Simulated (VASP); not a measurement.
# Ti (Pm-3m) in VASP: further runs

Ti is run at these levels: PBEsol; tasks: single point.

Everything below comes from runs of VASP 6.6.1. Logs are shortened: lines on timing, memory, paths and dates and some standing lists are left out, and cuts for length are marked.

### 1 The cell of the first run

The structure is cubic, space group Pm-3m (No. 221). The conventional cell has a = 2.597 Å, b = 2.597 Å, c = 2.597 Å, α = 90.00°, β = 90.00°, γ = 90.00°. Within 3.4 Å of Ti (site symmetry m-3m) lie 6 Ti at 2.60 Å.

### 2 Single point, PBEsol

INCAR reads:

```
SYSTEM = Ti
PREC = Accurate
ENCUT = 520
EDIFF = 1E-7
ISMEAR = 1
SIGMA = 0.05
LREAL = .False.
LASPH = .True.
NELM = 100
ALGO = Normal
ISIF = 2
LWAVE = .False.
LCHARG = .False.
GGA = PS
NBANDS = 12
```

KPOINTS reads:

```
regular mesh
0
Gamma
  16 16 16
  0 0 0
```

POSCAR reads:

```
Ti
1.0
    2.5974656649      0.0000000000      0.0000000000
    0.0000000000      2.5974656649      0.0000000000
    0.0000000000      0.0000000000      2.5974656649
Ti
1
Direct
    0.0000000000      0.0000000000      0.0000000000
```

Potentials or basis: VASP PAW PBE potentials, release 64 (Ti_sv).

The run is started by

```sh
$ cat potpaw_PBE.64/Ti_sv/POTCAR > POTCAR
$ mpirun -np 1 vasp_std > vasp.out
```

OUTCAR:

```text
SYSTEM = Ti
   PREC = Accurate
   ENCUT = 520
   EDIFF = 1E-7
   ISMEAR = 1
   LREAL = .False.
   LASPH = .True.
   NELM = 100
   ISIF = 2
   GGA = PS

 ion  position               nearest neighbor table
   1  0.000  0.000  0.000-

  LATTYP: Found a simple cubic cell.
 ALAT       =     2.5974656649

  Lattice vectors:

 A1 = (   2.5974656649,   0.0000000000,   0.0000000000)
 A2 = (   0.0000000000,   2.5974656649,   0.0000000000)
 A3 = (   0.0000000000,   0.0000000000,   2.5974656649)

Analysis of symmetry for initial positions (statically):
=====================================================================
 Subroutine PRICEL returns:
 Original cell was already a primitive cell.

 Routine SETGRP: Setting up the symmetry group for a
 simple cubic supercell.

 Subroutine GETGRP returns: Found 48 space group operations
 (whereof 48 operations were pure point group operations)
 out of a pool of 48 trial point group operations.

The static configuration has the point symmetry O_h .

Analysis of symmetry for dynamics (positions and initial velocities):
=====================================================================
 Subroutine PRICEL returns:
 Original cell was already a primitive cell.

 Routine SETGRP: Setting up the symmetry group for a
 simple cubic supercell.

 Subroutine GETGRP returns: Found 48 space group operations
 (whereof 48 operations were pure point group operations)
 out of a pool of 48 trial point group operations.

The dynamic configuration has the point symmetry O_h .

 Subroutine INISYM returns: Found 48 space group operations
 (whereof 48 operations are pure point group operations),
 and found     1 'primitive' translations

----------------------------------------------------------------------------------------

                                     Primitive cell

  volume of cell :      17.5247

  direct lattice vectors                    reciprocal lattice vectors
     2.597465665  0.000000000  0.000000000     0.384990652  0.000000000  0.000000000
     0.000000000  2.597465665  0.000000000     0.000000000  0.384990652  0.000000000
     0.000000000  0.000000000  2.597465665     0.000000000  0.000000000  0.384990652

  length of vectors
     2.597465665  2.597465665  2.597465665     0.384990652  0.384990652  0.384990652

  position of ions in fractional coordinates (direct lattice)
     0.000000000  0.000000000  0.000000000

  ion indices of the primitive-cell ions
   primitive index   ion index
                 1           1

----------------------------------------------------------------------------------------

 KPOINTS: regular mesh

Automatic generation of k-mesh.
 Grid dimensions read from file:
 generate k-points for:   16   16   16

 Generating k-lattice:

  Cartesian coordinates                     Fractional coordinates (reciprocal lattice)
     0.024061916  0.000000000  0.000000000     0.062500000  0.000000000  0.000000000
     0.000000000  0.024061916  0.000000000     0.000000000  0.062500000  0.000000000
     0.000000000  0.000000000  0.024061916     0.000000000  0.000000000  0.062500000

  Length of vectors
     0.024061916  0.024061916  0.024061916

  Shift w.r.t. Gamma in fractional coordinates (k-lattice)
     0.000000000  0.000000000  0.000000000

 Subroutine IBZKPT returns following result:
 ===========================================

 Found    165 irreducible k-points:

 Following reciprocal coordinates:
            Coordinates               Weight
  0.000000  0.000000  0.000000      1.000000
  0.062500  0.000000  0.000000      6.000000
  0.125000  0.000000  0.000000      6.000000
  0.187500  0.000000  0.000000      6.000000
  0.250000  0.000000  0.000000      6.000000
  0.312500  0.000000  0.000000      6.000000
[... 16 lines left out ...]
  0.437500  0.125000  0.000000     24.000000
  0.500000  0.125000  0.000000     12.000000
 [... further k-points ...]
   k-points           NKPTS =    165   k-points in BZ     NKDIM =    165   number of bands    NBANDS=     12
   number of dos      NEDOS =    301   number of ions     NIONS =      1
   total plane-waves  NPLWV =   8000
   dimension x,y,z NGX =    20 NGY =   20 NGZ =   20
   dimension x,y,z NGXF=    40 NGYF=   40 NGZF=   40
   ions per type =               1
   NGX,Y,Z   is equivalent  to a cutoff of  12.80, 12.80, 12.80 a.u.
   NGXF,Y,Z  is equivalent  to a cutoff of  25.60, 25.60, 25.60 a.u.
 SYSTEM =  Ti
   PREC   = accura    normal or accurate (medium, high low for compatibility)
   ISTART =      0    job   : 0-new  1-cont  2-samecut
   ICHARG =      2    charge: 1-file 2-atom 10-const
   ISPIN  =      1    spin polarized calculation?
   LNONCOLLINEAR =      F non collinear calculations
   LSORBIT =      F    spin-orbit coupling
   LASPH  =      T    aspherical Exc in radial PAW
   ENCUT  =  520.0 eV  38.22 Ry    6.18 a.u.   4.83  4.83  4.83*2*pi/ulx,y,z
   NELM   =    100;   NELMIN=  2; NELMDL= -5     # of ELM steps
   EDIFF  = 0.1E-06   stopping-criterion for ELM
   LREAL  =      F    real-space projection
   EDIFFG = 0.1E-05   stopping-criterion for IOM
   NSW    =      0    number of steps for IOM
   IBRION =     -1    ionic relax: 0-MD 1-quasi-New 2-CG
   NFREE  =      0    steps in history (QN), initial steepest desc. (CG)
   ISIF   =      2    stress and relaxation
   ISYM   =      2    0-nonsym 1-usesym 2-fastsym
   POTIM  = 0.5000    time-step for ionic-motion
   TEBEG  =    0.0;   TEEND  =   0.0 temperature during run
   PSTRESS=    0.0 pullay stress
   NELECT =      12.0000    total number of electrons
   NUPDOWN=      -1.0000    fix difference up-down
   EMIN   =  10.00;   EMAX   =-10.00  energy-range for DOS
   EFERMI =   0.00;   METHOD = LEGACY
   ISMEAR =     1;   SIGMA  =   0.05  broadening in eV -4-tet -1-fermi 0-gaus
   EFERMI_NEDOS =   21; number of points for ismear=-14 and -15
   IALGO  =     38    algorithm
   IMIX   =      4    mixing-type and parameters
     AMIX     =   0.40;   BMIX     =  1.00
     AMIX_MAG =   1.60;   BMIX_MAG =  1.00
  volume/ion in A,a.u.               =      17.52       118.26
  Fermi-wavevector in a.u.,A,eV,Ry     =   1.442953  2.726785 28.328861  2.082113
  Thomas-Fermi vector in A             =   2.561415
   LORBIT       =      0    0 simple, 1 ext, 2 COOP (PROOUT), +10 PAW based schemes
   GGA     = PS    functional components
   LHFCALC =     F    Hartree Fock is set to
   AEXX    =    0.0000 exact exchange contribution
   IVDW    =     0    specifies the selected vdW correction
   LEPSILON=     F    determine dielectric tensor
   LRPA    =     F    only Hartree local field effects (RPA)
 non-spin polarized calculation
 Methfessel and Paxton  Order N= 1 SIGMA  =   0.05
  energy-cutoff  :      520.00
  volume of cell :       17.52
 maximum number of plane-waves:       484
 NGX is ok and might be reduce to    20
   NGX =  9   NGY =  9   NGZ =  9

 number of electron      11.9999998 magnetization

 Free energy of the ion-electron system (eV)
  ---------------------------------------------------
  ext. energy  EPLUGINS =         0.00000000
  ---------------------------------------------------
  free energy    TOTEN  =        -7.50134926 eV

  energy without entropy =       -7.50107849  energy(sigma->0) =       -7.50125900

 E-fermi :   7.9078     XC(G=0): -11.4915

 val. band max:        7.9046045021   @ k =   0.5000   0.4375   0.0625
 cond. band min:       7.9109108656   @ k =   0.5000   0.3125   0.2500
 fundamental gap:      0.0063063636
 Fermi energy:         7.9077723617

 k-point     1 :       0.0000    0.0000    0.0000
  band No.  band energies     occupation
      1     -48.3893      2.00000
      2     -24.1956      2.00000
      3     -24.1956      2.00000
      4     -24.1956      2.00000
      5       2.0846      2.00000
      6       6.5222      2.00000
      7       6.5222      2.00000
      8      12.0272      0.00000
      9      12.0272      0.00000
     10      12.0272      0.00000
     11      24.0831      0.00000
     12      24.0831      0.00000

 k-point     2 :       0.0625    0.0000    0.0000
  band No.  band energies     occupation
      1     -48.3837      2.00000
      2     -24.2358      2.00000
      3     -24.1922      2.00000
      4     -24.1922      2.00000
      5       2.1908      2.00000
      6       6.5486      2.00000
      7       6.6017      2.00000
      8      11.9343      0.00000
      9      11.9343      0.00000
     10      12.0340      0.00000
     11      23.2636      0.00000
     12      24.2548      0.00000

 k-point     3 :       0.1250    0.0000    0.0000
  band No.  band energies     occupation
      1     -48.3675      2.00000
      2     -24.3494      2.00000
      3     -24.1824      2.00000
      4     -24.1824      2.00000
      5       2.4995      2.00000
      6       6.6249      2.00000
      7       6.8291      2.00000
      8      11.6796      0.00000
      9      11.6796      0.00000
     10      12.0535      0.00000
     11      21.6403      0.00000
     12      24.7465      0.00000

 k-point     4 :       0.1875    0.0000    0.0000
  band No.  band energies     occupation
      1     -48.3432      2.00000
      2     -24.5169      2.00000
      3     -24.1678      2.00000
      4     -24.1678      2.00000
      5       2.9842      2.00000
      6       6.7419      2.00000
      7       7.1679      2.00000
      8      11.3229      0.00000
      9      11.3229      0.00000
     10      12.0828      0.00000
     11      19.9354      0.00000
     12      25.5008      0.00000

 k-point     5 :       0.2500    0.0000    0.0000
  band No.  band energies     occupation
      1     -48.3144      2.00000
      2     -24.7109      2.00000
      3     -24.1505      2.00000
      4     -24.1505      2.00000
      5       3.6067      2.00000
      6       6.8844      2.00000
      7       7.5471      2.00000
      8      10.9331      0.00000
      9      10.9331      0.00000
     10      12.1176      0.00000
     11      18.3888      0.00000
     12      26.4522      0.00000
[... 228 lines left out ...]
      1     -48.2643      2.00000
      2     -24.8816      2.00000
      3     -24.2796      2.00000
      4     -24.1206      2.00000
      5       4.6404      2.00000
      6       7.2506      2.00000
      7       7.9629     -0.06544
      8      10.3778      0.00000
      9      10.6223      0.00000
     10      11.8517      0.00000
     11      17.4432      0.00000
     12      23.9050      0.00000

 k-point    22 :       0.3750    0.1250    0.0000
  band No.  band energies     occupation
      1     -48.2397      2.00000
      2     -25.0386      2.00000
      3     -24.2632      2.00000
      4     -24.1059      2.00000
      5       5.3539      2.00000
      6       7.3638      2.00000
      7       7.9012      1.21938
      8      10.3395      0.00000
      9      10.4146      0.00000
     10      11.8884      0.00000
     11      16.4086      0.00000
     12      24.3291      0.00000

 k-point    23 :       0.4375    0.1250    0.0000
  band No.  band energies     occupation
      1     -48.2232      2.00000
      2     -25.1422      2.00000
      3     -24.2523      2.00000
      4     -24.0961      2.00000
      5       6.0352      2.00000
      6       7.3437      2.00000
      7       7.6725      2.00000
      8      10.1579      0.00000
      9      10.5579      0.00000
     10      11.9131      0.00000
     11      15.7611      0.00000
     12      24.5067      0.00000

 k-point    24 :       0.5000    0.1250    0.0000
  band No.  band energies     occupation
      1     -48.2173      2.00000
      2     -25.1784      2.00000
      3     -24.2485      2.00000
      4     -24.0927      2.00000
      5       6.4424      2.00000
      6       7.1317      2.00000
      7       7.6172      2.00000
      8      10.0955      0.00000
      9      10.6268      0.00000
     10      11.9219      0.00000
     11      15.5420      0.00000
     12      24.5370      0.00000

 [... further k-points ...]

------------------------ aborting loop because EDIFF is reached ----------------------------------------

  FORCE on cell =-STRESS in cart. coord.  units (eV):
  Direction    XX          YY          ZZ          XY          YZ          ZX
  --------------------------------------------------------------------------------------
  -------------------------------------------------------------------------------------
  Total       -0.0091032     -0.0091032     -0.0091032      0.0000000     -0.0000000      0.0000000
  in kB       -0.8322499     -0.8322499     -0.8322499      0.0000000     -0.0000000      0.0000000
  external PRESSURE =      -0.8322499 kB  Pullay stress =       0.0000000 kB

 VOLUME and BASIS-vectors are now :
 -----------------------------------------------------------------------------
  energy-cutoff  :      520.00
  volume of cell :       17.52
      direct lattice vectors                 reciprocal lattice vectors
     2.597465665  0.000000000  0.000000000     0.384990652  0.000000000  0.000000000
     0.000000000  2.597465665  0.000000000     0.000000000  0.384990652  0.000000000
     0.000000000  0.000000000  2.597465665     0.000000000  0.000000000  0.384990652

 POSITION                                       TOTAL-FORCE (eV/Angst)
 -----------------------------------------------------------------------------------
      0.00000      0.00000      0.00000         0.000000      0.000000      0.000000
 -----------------------------------------------------------------------------------
    total drift:                               -0.000000     -0.000000     -0.000000

  FREE ENERGIE OF THE ION-ELECTRON SYSTEM (eV)
  ---------------------------------------------------
  free  energy   TOTEN  =        -7.5013492608 eV

  energy  without entropy=       -7.5010784877  energy(sigma->0) =       -7.50125900
```

Wall time 53 s (1 thread of AMD EPYC 7R13, shared host); peak memory 0.12 GiB.

What came out:

```yaml
Free_energy: -7.5013 eV
Pressure: -0.1 GPa
Band_gap_on_the_k_mesh: zero (band 6 reaches 8.67 eV, above the bottom of band 7 at 6.52 eV)
```

Levels at points of the mesh, in eV from the Fermi level:
| k point | band 2 | band 3 | band 4 | band 5 | band 6 | band 7 | band 8 | band 9 | band 10 | band 11 |
| --- | --- | --- | --- | --- | --- | --- | --- | --- | --- | --- |
| (0.00, 0.00, 0.00) | -32.10 | -32.10 | -32.10 | -5.82 | -1.39 | -1.39 | 4.12 | 4.12 | 4.12 | 16.18 |
| (0.50, 0.00, 0.00) | -33.11 | -32.01 | -32.01 | -1.88 | -0.62 | -0.16 | 2.12 | 2.12 | 4.30 | 7.67 |
| (0.50, 0.50, 0.00) | -32.95 | -32.95 | -31.93 | -2.89 | -0.11 | 2.57 | 2.57 | 5.35 | 5.45 | 5.45 |
| (0.50, 0.50, 0.50) | -32.82 | -32.82 | -32.82 | -1.30 | -1.30 | -1.30 | 5.46 | 5.46 | 9.10 | 11.96 |

Caveat: the PAW data sets were made with another functional, which shifts forces and pressure a little.

### 3 Single point, PBEsol

INCAR reads:

```
PREC = Accurate ; ENCUT = 520
EDIFF = 1E-7 ; ISMEAR = 1
SIGMA = 0.05 ; LREAL = F
LASPH = T ; NELM = 100
ALGO = Normal ; ISIF = 2
LWAVE = F ; LCHARG = T
GGA = PS ; LELF = T
LVHAR = T ; NBANDS = 12
```

KPOINTS reads:

```
Automatic mesh
0
Gamma
  16 16 16
```

POSCAR is that of step 2.

Potentials or basis: VASP PAW PBE potentials, release 64 (Ti_sv).

The run is started by

```sh
$ cat potpaw_PBE.64/Ti_sv/POTCAR > POTCAR
$ mpirun -np 1 vasp_std > vasp.out
```

It took 55 s on 1 thread of AMD EPYC 7R13, shared host; peak memory 0.12 GiB.

It converged, with:

```
Free energy            : -7.5013 eV
Pressure               : -0.1 GPa
Band gap on the k mesh : zero (band 6 reaches 8.67 eV, above the bottom of band 7 at 6.52 eV)
```

Levels at points of the mesh, in eV from the Fermi level:
| k point | band 2 | band 3 | band 4 | band 5 | band 6 | band 7 | band 8 | band 9 | band 10 | band 11 |
| --- | --- | --- | --- | --- | --- | --- | --- | --- | --- | --- |
| (0.00, 0.00, 0.00) | -32.10 | -32.10 | -32.10 | -5.82 | -1.39 | -1.39 | 4.12 | 4.12 | 4.12 | 16.18 |
| (0.50, 0.00, 0.00) | -33.11 | -32.01 | -32.01 | -1.88 | -0.62 | -0.16 | 2.12 | 2.12 | 4.30 | 7.67 |
| (0.50, 0.50, 0.00) | -32.95 | -32.95 | -31.93 | -2.89 | -0.11 | 2.57 | 2.57 | 5.35 | 5.45 | 5.45 |
| (0.50, 0.50, 0.50) | -32.82 | -32.82 | -32.82 | -1.30 | -1.30 | -1.30 | 5.46 | 5.46 | 9.10 | 11.96 |

Caveat: the PAW data sets were made with another functional, which shifts forces and pressure a little.

### 4 Single point, PBEsol

This run uses another cell than the first one, of 17.88 Å³/atom, 1.020 times its volume.

INCAR reads:

```
SYSTEM = Ti
PREC = Accurate ; ENCUT = 520
EDIFF = 1E-6 ; ISMEAR = 1
SIGMA = 0.05 ; LREAL = .False.
LASPH = .True. ; NELM = 80
ALGO = Normal ; ISIF = 2
LWAVE = .False. ; LCHARG = .False.
GGA = PS ; NBANDS = 12
```

KPOINTS reads:

```
regular mesh
0
Gamma
  16 16 16
  0 0 0
```

POSCAR reads:

```
Ti
1.0
    2.6146679256      0.0000000000      0.0000000000
    0.0000000000      2.6146679256      0.0000000000
    0.0000000000      0.0000000000      2.6146679256
Ti
1
Direct
    0.0000000000      0.0000000000      0.0000000000
```

The run is started by

```sh
$ cat potpaw_PBE.64/Ti_sv/POTCAR > POTCAR
$ mpirun -np 1 vasp_std > vasp.out
```

Run time: 56 s. Hardware: 1 thread of AMD EPYC 7R13, shared host; peak memory 0.12 GiB.

Results (log left out):

```yaml
Free_energy: -7.4996 eV
Pressure: -1.6 GPa
Band_gap_on_the_k_mesh: zero (band 6 reaches 8.47 eV, above the bottom of band 7 at 6.36 eV)
```

Levels at points of the mesh, in eV from the Fermi level:
| k point | band 4 | band 5 | band 6 | band 7 | band 8 | band 9 |
| --- | --- | --- | --- | --- | --- | --- |
| (0.00, 0.00, 0.00) | -32.15 | -5.78 | -1.34 | -1.34 | 4.03 | 4.03 |
| (0.50, 0.00, 0.00) | -32.07 | -1.88 | -0.60 | -0.18 | 2.09 | 2.09 |
| (0.50, 0.50, 0.00) | -31.99 | -2.80 | -0.11 | 2.53 | 2.53 | 5.22 |
| (0.50, 0.50, 0.50) | -32.83 | -1.25 | -1.25 | -1.25 | 5.33 | 5.33 |

Caveat: the PAW data sets were made with another functional, which shifts forces and pressure a little.
